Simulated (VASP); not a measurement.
# BN (P6_3mc) in VASP: notebook

The runs below take BN through single point, with PBE.

Program: VASP 6.6.1. These are calculated values, not measurements. Logs are shortened: lines on timing, memory, paths and dates and some standing lists are left out, and cuts for length are marked.

**1. The cell of the first run**

It takes space group P6_3mc (No. 186, hexagonal). Conventional cell: a = 2.602 Å, b = 2.602 Å, c = 4.308 Å, α = 90.00°, β = 90.00°, γ = 120.00°. Within 2.1 Å of B (site symmetry 3m) lie 4 N at 1.60 to 1.62 Å. Within 2.1 Å of N (site symmetry 3m) lie 4 B at 1.60 to 1.62 Å.

**2. Single point, PBE**

INCAR

```
SYSTEM = BN
PREC = Accurate
ENCUT = 520
EDIFF = 1E-7
ISMEAR = 0
SIGMA = 0.01
LREAL = .False.
LASPH = .True.
NELM = 80
ALGO = Normal
ISIF = 2
LWAVE = .False.
LCHARG = .False.
GGA = PE
NBANDS = 16
```

KPOINTS

```
Automatic mesh
0
Gamma
  12 12 6
  0 0 0
```

POSCAR

```
BN
1.0
    2.6018994005      0.0000000000      0.0000000000
   -1.3009497002      2.2533109748      0.0000000000
    0.0000000000      0.0000000000      4.3081134001
B N
2 2
Direct
    0.6666666667      0.3333333333      0.0000000000
    0.3333333333      0.6666666667      0.5000000000
    0.6666666667      0.3333333333      0.3750000000
    0.3333333333      0.6666666667      0.8750000000
```

Potentials or basis: VASP PAW PBE potentials, release 64 (B, N).

On the command line:

```
> cat potpaw_PBE.64/B/POTCAR potpaw_PBE.64/N/POTCAR > POTCAR
> mpirun -np 1 vasp_std > vasp.out
```

OUTCAR:

```text
SYSTEM = BN
   PREC = Accurate
   ENCUT = 520
   EDIFF = 1E-7
   ISMEAR = 0
   LREAL = .False.
   LASPH = .True.
   NELM = 80
   ISIF = 2
   GGA = PE

 ion  position               nearest neighbor table
   1  0.667  0.333  0.000-   4 1.60   4 1.60   4 1.60   3 1.62
   2  0.333  0.667  0.500-   3 1.60   3 1.60   3 1.60   4 1.62
   3  0.667  0.333  0.375-   2 1.60   2 1.60   2 1.60   1 1.62
   4  0.333  0.667  0.875-   1 1.60   1 1.60   1 1.60   2 1.62

  LATTYP: Found a hexagonal cell.
 ALAT       =     2.6018994005
 C/A-ratio  =     1.6557570978

  Lattice vectors:

 A1 = (   2.6018994005,   0.0000000000,   0.0000000000)
 A2 = (  -1.3009497002,   2.2533109748,   0.0000000000)
 A3 = (   0.0000000000,   0.0000000000,   4.3081134001)

Analysis of symmetry for initial positions (statically):
=====================================================================
 Subroutine PRICEL returns:
 Original cell was already a primitive cell.

 Routine SETGRP: Setting up the symmetry group for a
 hexagonal supercell.

 Subroutine GETGRP returns: Found 12 space group operations
 (whereof  6 operations were pure point group operations)
 out of a pool of 24 trial point group operations.

The static configuration has the point symmetry C_3v.
 The point group associated with its full space group is C_6v.

Analysis of symmetry for dynamics (positions and initial velocities):
=====================================================================
 Subroutine PRICEL returns:
 Original cell was already a primitive cell.

 Routine SETGRP: Setting up the symmetry group for a
 hexagonal supercell.

 Subroutine GETGRP returns: Found 12 space group operations
 (whereof  6 operations were pure point group operations)
 out of a pool of 24 trial point group operations.

The dynamic configuration has the point symmetry C_3v.
 The point group associated with its full space group is C_6v.

 Subroutine INISYM returns: Found 12 space group operations
 (whereof  6 operations are pure point group operations),
 and found     1 'primitive' translations

----------------------------------------------------------------------------------------

                                     Primitive cell

  volume of cell :      25.2580

  direct lattice vectors                    reciprocal lattice vectors
     2.601899400  0.000000000  0.000000000     0.384334613  0.221895693  0.000000000
[... 93 lines left out ...]
   NSW    =      0    number of steps for IOM
   IBRION =     -1    ionic relax: 0-MD 1-quasi-New 2-CG
   NFREE  =      0    steps in history (QN), initial steepest desc. (CG)
   ISIF   =      2    stress and relaxation
   ISYM   =      2    0-nonsym 1-usesym 2-fastsym
   POTIM  = 0.5000    time-step for ionic-motion
   TEBEG  =    0.0;   TEEND  =   0.0 temperature during run
   PSTRESS=    0.0 pullay stress
   NELECT =      16.0000    total number of electrons
   NUPDOWN=      -1.0000    fix difference up-down
   EMIN   =  10.00;   EMAX   =-10.00  energy-range for DOS
   EFERMI =   0.00;   METHOD = LEGACY
   ISMEAR =     0;   SIGMA  =   0.01  broadening in eV -4-tet -1-fermi 0-gaus
   EFERMI_NEDOS =   21; number of points for ismear=-14 and -15
   IALGO  =     38    algorithm
   IMIX   =      4    mixing-type and parameters
     AMIX     =   0.40;   BMIX     =  1.00
     AMIX_MAG =   1.60;   BMIX_MAG =  1.00
  volume/ion in A,a.u.               =       6.31        42.61
  Fermi-wavevector in a.u.,A,eV,Ry     =   1.405989  2.656934 26.896064  1.976805
  Thomas-Fermi vector in A             =   2.528395
   LORBIT       =      0    0 simple, 1 ext, 2 COOP (PROOUT), +10 PAW based schemes
   GGA     = PE    functional components
   LHFCALC =     F    Hartree Fock is set to
   AEXX    =    0.0000 exact exchange contribution
   IVDW    =     0    specifies the selected vdW correction
   LEPSILON=     F    determine dielectric tensor
   LRPA    =     F    only Hartree local field effects (RPA)
 non-spin polarized calculation
 Gauss-broadening in eV      SIGMA  =   0.01
  energy-cutoff  :      520.00
  volume of cell :       25.26
 maximum number of plane-waves:       701
 NGX is ok and might be reduce to    20
   NGX =  9   NGY =  9   NGZ = 17

 number of electron      16.0000000 magnetization

 Free energy of the ion-electron system (eV)
  ---------------------------------------------------
  ext. energy  EPLUGINS =         0.00000000
  ---------------------------------------------------
  free energy    TOTEN  =       -34.75116738 eV

  energy without entropy =      -34.75116738  energy(sigma->0) =      -34.75116738

 E-fermi :   6.8238     XC(G=0): -12.4862

 val. band max:        6.7378500843   @ k =   0.0000   0.0000   0.0000
 cond. band min:      12.0453749188   @ k =   0.3333   0.3333   0.0000
 fundamental gap:      5.3075248346
 Fermi energy:         6.8238290143

 k-point     1 :       0.0000    0.0000    0.0000
  band No.  band energies     occupation
      1     -12.9079      2.00000
      2      -9.0692      2.00000
      3      -3.5516      2.00000
      4       4.7648      2.00000
      5       4.7648      2.00000
      6       6.5154      2.00000
[... 433 lines left out ...]
      3      -1.6006      2.00000
      4      -0.2131      2.00000
      5       1.0219      2.00000
      6       2.7370      2.00000
[... 8 lines left out ...]
     15      21.9448      0.00000
     16      22.0657      0.00000

 [... further k-points ...]

------------------------ aborting loop because EDIFF is reached ----------------------------------------

  FORCE on cell =-STRESS in cart. coord.  units (eV):
  Direction    XX          YY          ZZ          XY          YZ          ZX
  --------------------------------------------------------------------------------------
  -------------------------------------------------------------------------------------
  Total       -2.8981274     -2.8981274     -3.0845064     -0.0000000      0.0000000     -0.0000000
  in kB     -183.8354649   -183.8354643   -195.6579471     -0.0000000      0.0000000     -0.0000000
  external PRESSURE =    -187.7762921 kB  Pullay stress =       0.0000000 kB

 VOLUME and BASIS-vectors are now :
 -----------------------------------------------------------------------------
  energy-cutoff  :      520.00
  volume of cell :       25.26
      direct lattice vectors                 reciprocal lattice vectors
     2.601899400  0.000000000  0.000000000     0.384334613  0.221895693  0.000000000
    -1.300949700  2.253310975  0.000000000     0.000000000  0.443791386  0.000000000
     0.000000000  0.000000000  4.308113400     0.000000000  0.000000000  0.232120167

 POSITION                                       TOTAL-FORCE (eV/Angst)
 -----------------------------------------------------------------------------------
      1.30095      0.75110      0.00000         0.000000     -0.000000     -0.008830
     -0.00000      1.50221      2.15406        -0.000000      0.000000     -0.008830
      1.30095      0.75110      1.61554         0.000000     -0.000000      0.008830
     -0.00000      1.50221      3.76960        -0.000000      0.000000      0.008830
 -----------------------------------------------------------------------------------
    total drift:                                0.000000      0.000000      0.000114

  FREE ENERGIE OF THE ION-ELECTRON SYSTEM (eV)
  ---------------------------------------------------
  free  energy   TOTEN  =       -34.7511673782 eV

  energy  without entropy=      -34.7511673782  energy(sigma->0) =      -34.75116738
```

OSZICAR:

```text
N       E                     dE             d eps       ncg     rms          rms(c)
DAV:   1     0.390333017188E+02    0.39033E+02   -0.81937E+03  2432   0.963E+02
DAV:   2    -0.340192105260E+02   -0.73053E+02   -0.68132E+02  3448   0.225E+02
DAV:   3    -0.364943355876E+02   -0.24751E+01   -0.24682E+01  2808   0.380E+01
DAV:   4    -0.365008904679E+02   -0.65549E-02   -0.65542E-02  2920   0.224E+00
DAV:   5    -0.365009095516E+02   -0.19084E-04   -0.19084E-04  2704   0.113E-01    0.899E+00
DAV:   6    -0.348728884754E+02    0.16280E+01   -0.21801E+00  3040   0.134E+01    0.419E+00
DAV:   7    -0.347754135173E+02    0.97475E-01   -0.27505E-01  2960   0.424E+00    0.263E+00
DAV:   8    -0.347522012945E+02    0.23212E-01   -0.50859E-02  2872   0.178E+00    0.256E-01
DAV:   9    -0.347508667296E+02    0.13346E-02   -0.18410E-03  2776   0.512E-01    0.120E-01
DAV:  10    -0.347511576955E+02   -0.29097E-03   -0.54558E-04  2840   0.178E-01    0.255E-02
DAV:  11    -0.347511659895E+02   -0.82940E-05   -0.30974E-05  3016   0.544E-02    0.142E-02
DAV:  12    -0.347511672361E+02   -0.12466E-05   -0.58551E-06  2896   0.237E-02    0.192E-03
DAV:  13    -0.347511673457E+02   -0.10957E-06   -0.17142E-07  2288   0.411E-03    0.101E-03
DAV:  14    -0.347511673782E+02   -0.32585E-07   -0.16101E-08  1224   0.125E-03
   1 F= -.34751167E+02 E0= -.34751167E+02  d E =-.102585E-36
```

It took 26 s on 1 thread of Intel Xeon Platinum 8259CL at 2.50GHz (Skylake/Cascade Lake), shared host; peak memory 0.14 GiB.

Results:

* Free energy: -34.7512 eV
* Pressure: -18.8 GPa
* Largest force: 0.009 eV/Å
* Band gap on the k mesh: 5.31 eV, indirect (least direct gap 7.96 eV)

Forces in eV/Å, atoms in the order of the input:
```
B    0.000  0.000 -0.009
B    0.000  0.000 -0.009
N    0.000  0.000  0.009
N    0.000  0.000  0.009
```

Stress tensor (GPa, compression positive):
```
-18.38   0.00   0.00
  0.00 -18.38   0.00
  0.00   0.00 -19.57
```

A k mesh can miss the band edges. As with any semilocal functional, this PBE gap is likely too small.

**3. Single point, PBE**

This run uses another cell than the first one, of 6.55 Å³/atom, 1.037 times its volume.

INCAR

```
SYSTEM = BN
PREC = Accurate
ENCUT = 520
EDIFF = 1E-6
ISMEAR = 0
SIGMA = 0.01
LREAL = .FALSE.
LASPH = .TRUE.
NELM = 60
ALGO = Normal
ISIF = 2
LWAVE = .FALSE.
LCHARG = .TRUE.
GGA = PE
LELF = .TRUE.
LVHAR = .TRUE.
NBANDS = 16
```

KPOINTS

```
regular mesh
0
G
  12 12 6
  0 0 0
```

POSCAR

```
BN
1.0
    2.6336330085      0.0000000000      0.0000000000
   -1.3168165042      2.2807930854      0.0000000000
    0.0000000000      0.0000000000      4.3606565467
B N
2 2
Direct
    0.6666666667      0.3333333333      0.0000000000
    0.3333333333      0.6666666667      0.5000000000
    0.6666666667      0.3333333333      0.3750000000
    0.3333333333      0.6666666667      0.8750000000
```

Potentials or basis: VASP PAW PBE potentials, release 64 (B, N).

On the command line:

```
> cat potpaw_PBE.64/B/POTCAR potpaw_PBE.64/N/POTCAR > POTCAR
> mpirun -np 1 vasp_std > vasp.out
```

Run time: 27 s. Hardware: 1 thread of Intel Xeon Platinum 8259CL at 2.50GHz (Skylake/Cascade Lake), shared host; peak memory 0.14 GiB.

It converged, with:

| Quantity | Value |
| --- | --- |
| Free energy | -34.6123 eV |
| Pressure | -29.0 GPa |
| Largest force | 0.037 eV/Å |
| Band gap on the k mesh | 5.35 eV, indirect (least direct gap 7.76 eV) |

Forces on the atoms (eV/Å):
```
B    0.000  0.000 -0.037
B    0.000  0.000 -0.037
N    0.000  0.000  0.037
N    0.000  0.000  0.037
```

Stress tensor (GPa, compression positive):
```
-28.61   0.00   0.00
  0.00 -28.61   0.00
  0.00   0.00 -29.75
```

Levels at points of the mesh, in eV from the valence-band top:
```
           k point  band 5  band 6  band 7  band 8  band 9  band 10  band 11  band 12
(0.00, 0.00, 0.00)   -1.90   -0.21    0.00    0.00    7.90     7.97     7.97     8.34
(0.50, 0.00, 0.00)   -6.32   -4.48   -3.90   -1.91    6.35     7.64    10.09    10.38
(0.00, 0.00, 0.50)   -1.05   -1.05   -1.05   -1.05    8.56     8.56     9.39     9.39
(0.50, 0.00, 0.50)   -3.38   -3.38   -3.23   -3.23    6.20     6.20     9.34     9.34
```

A k mesh can miss the band edges.
